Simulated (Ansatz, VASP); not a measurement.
## Ti: VASP beside Ansatz

```
Ti
1.0
     2.97054    0.00000    0.00000
    -1.48527    2.57256    0.00000
     0.00000    0.00000    9.50583
Ti
4
Direct
  0.00000 0.00000 0.00000
  0.00000 0.00000 0.50000
  0.33333 0.66667 0.25000
  0.66667 0.33333 0.75000
```

Alike in both runs: task single point; functional PBEsol; k mesh 14 × 14 × 4; occupations fermi-dirac, width 0.1 eV; no spin polarisation.

|  | VASP | Ansatz |
| --- | --- | --- |
| version | VASP 6.6.1 | Ansatz 0.2.0 |
| potentials or method | VASP PAW PBE potentials, release 64 (Ti_sv), cutoff 520 eV | plane waves (420 eV) with PAW, scalar-relativistic |
| valence electrons in the cell | 48 | 48 |

```tsv
	VASP	Ansatz	Ansatz less VASP
pressure (GPa)	-8.0	-7.8	+0.15
traceless stress, the component that is largest in VASP (GPa)	-0.07	-0.06	+0.006
```

VASP's potentials were made for PBE, not for PBEsol, and Ansatz warns of the same on its side. With one functional, cell and mesh, what is left measures potentials, basis and numerics.
